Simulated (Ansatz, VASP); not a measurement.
## One calculation of CaPtS3, two programs

```xyz
5
Lattice="4.4434 0.0000 0.0000 0.0000 4.4434 0.0000 0.0000 0.0000 5.7199" Properties=species:S:1:pos:R:3 pbc="T T T"
Ca    2.2217    2.2217    2.2139
Pt    0.0000    0.0000    5.3302
S     0.0000    2.2217    0.3649
S     2.2217    0.0000    0.3649
S     0.0000    0.0000    2.9884
```

Alike in both runs: functional PBE; k mesh 8 × 8 × 6; occupations gaussian, width 0.1 eV; no spin polarisation.

Ansatz relaxed the structure, and its values are those at the end. VASP's run is a single point on that final structure, the one shown.

|  | VASP | Ansatz |
| --- | --- | --- |
| version | VASP 6.6.1 | Ansatz 0.2.0 |
| potentials or method | VASP PAW PBE potentials, release 64 (Ca_sv, Pt, S), cutoff 520 eV | scalar-relativistic, plane waves, PAW |
| valence electrons in the cell | 38 | 46 |

|  | VASP | Ansatz | Ansatz less VASP |
| --- | --- | --- | --- |
| gap on the k mesh at the Fermi level (eV) | none | none | - |
| pressure (GPa) | -0.1 | 0.0 | +0.09 |
| rms of the force components (eV/Å) | 0.012 | 0.001 | -0.0108 |

A gap of «none» marks a metal or a gap that the smearing closes. VASP's potentials hold 38 valence electrons a cell and Ansatz's 46, so a difference there can come from the potentials and not from the codes.

Neither program's run includes spin-orbit coupling.
